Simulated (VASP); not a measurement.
The system is Sr2TeO.

```
O Sr Te
1.0
     4.24637    0.00000    0.00000
     0.00000    4.24637    0.00000
     0.00000    0.00000    6.00527
O Sr Te
1 2 1
Direct
  0.00000 0.00000 0.00000
  0.00000 0.00000 0.50000
  0.50000 0.50000 0.00000
  0.50000 0.50000 0.50000
```

* Program: VASP 6.6.1
* Task: relaxation of cell and atoms
* Functional: PBE
* Potentials or basis: VASP PAW PBE potentials, release 64 (O, Sr_sv, Te)
* Cutoff: 600 eV
* k mesh: 6 × 6 × 4
* Occupations: fermi-dirac, width 0.02 eV
* Spin: no spin polarisation

At the start: pressure 4.7 GPa; volume 27.07 Å³/atom.

Where does the relaxation end?

Over 3 steps the energy falls by 35.5 meV/atom and the volume is 29.70 Å³/atom (+9.7 %); space group P4/mmm (No. 123, to 0.1 Å) before and after.

The path:
| step | energy change (eV) | largest force (eV/Å) | pressure (GPa) | volume (Å³) |
| --- | --- | --- | --- | --- |
| 1 | 0.0000 | 0.0000 | 4.66 | 108.28 |
| 2 | -0.1367 | 0.0000 | -0.74 | 121.10 |
| 3 | -0.1420 | 0.0000 | 0.01 | 118.81 |

Final structure:
```yaml
crystal:
  lattice:
    - [4.37615, 0.00000, 0.00000]
    - [0.00000, 4.37615, 0.00000]
    - [0.00000, 0.00000, 6.20404]
  atoms:
    - { symbol: O, position: [0.00000, 0.00000, 0.00000] }
    - { symbol: Sr, position: [0.00000, 0.00000, 0.50000] }
    - { symbol: Sr, position: [0.50000, 0.50000, 0.00000] }
    - { symbol: Te, position: [0.50000, 0.50000, 0.50000] }
```
